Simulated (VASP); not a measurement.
Input of a VASP 6.6.1 run:

File POSCAR:

```
Hf
1.0
    3.1987335297      0.0000000000      0.0000000000
   -1.5993667648      2.7701844966      0.0000000000
    0.0000000000      0.0000000000      5.0505021987
Hf
2
Direct
    0.3333333333      0.6666666667      0.2500000000
    0.6666666667      0.3333333333      0.7500000000
```

Contents of INCAR.step1:

```
PREC = Accurate
ENCUT = 520
ISMEAR = -1
SIGMA = 0.1
LREAL = F
LASPH = T
NELM = 60
NBANDS = 17
GGA = PE
ALGO = Normal
EDIFF = 1E-4
LWAVE = T
LCHARG = F
```

Contents of INCAR.step2:

```
PREC = Accurate
ENCUT = 520
EDIFF = 1E-6
ISMEAR = -1
SIGMA = 0.1
LREAL = F
LASPH = T
NELM = 60
ALGO = Normal
ISIF = 2
LWAVE = F
LCHARG = F
METAGGA = R2SCAN
LMIXTAU = T
NBANDS = 17
ISTART = 1
```

Contents of KPOINTS:

```
Automatic mesh
0
Gamma
  11 11 6
```

Potentials or basis: VASP PAW PBE potentials, release 64 (Hf_pv).

Command:

```console
$ cat potpaw_PBE.64/Hf_pv/POTCAR > POTCAR
$ cp INCAR.step1 INCAR
$ mpirun -np 1 vasp_std > vasp.out
$ cp INCAR.step2 INCAR
$ mpirun -np 1 vasp_std > vasp.out
```

Task: What does it give for the band gap on the k mesh?

Result: Zero (band 10 reaches 6.16 eV, above the bottom of band 11 at 4.46 eV).

Task: Estimate the pressure.

Result: -0.6 GPa.

Stress tensor (GPa, compression positive):
```
-0.54  0.00  0.00
 0.00 -0.54  0.00
 0.00  0.00 -0.68
```

Caveat: the PAW data sets were made with another functional, which shifts forces and pressure a little; spin-orbit coupling is left out, which moves the levels of the heavy elements.
